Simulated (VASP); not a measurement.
Here is a VASP 6.6.1 calculation.

The input INCAR:

```
SYSTEM = AlN
PREC = Accurate
ENCUT = 520
EDIFF = 1E-7
ISMEAR = -1
SIGMA = 0.05
LREAL = .FALSE.
LASPH = .TRUE.
NELM = 60
ALGO = Normal
ISIF = 2
LWAVE = .FALSE.
LCHARG = .TRUE.
GGA = VW
LELF = .TRUE.
LVHAR = .TRUE.
NBANDS = 11
```

The input KPOINTS:

```
Automatic mesh
0
G
  10 10 10
  0 0 0
```

The input POSCAR:

```
AlN
1.0
    0.0000000000      2.1693354430      2.1693354430
    2.1693354430      0.0000000000      2.1693354430
    2.1693354430      2.1693354430      0.0000000000
Al N
1 1
Direct
    0.0000000000      0.0000000000      0.0000000000
    0.2500000000      0.2500000000      0.2500000000
```

Potentials or basis: VASP PAW PBE potentials, release 64 (Al, N).

The run is started by

```bash
$ cat potpaw_PBE.64/Al/POTCAR potpaw_PBE.64/N/POTCAR > POTCAR
$ mpirun -np 1 vasp_std > vasp.out
```

Problem. Predict the band gap on the k mesh.

Solution. 3.24 eV, indirect (least direct gap 4.41 eV).

Problem. What does it give for the pressure?

Solution. 1.3 GPa.

Caveat: the PAW data sets were made with another functional, which shifts forces and pressure a little. A k mesh can miss the band edges.
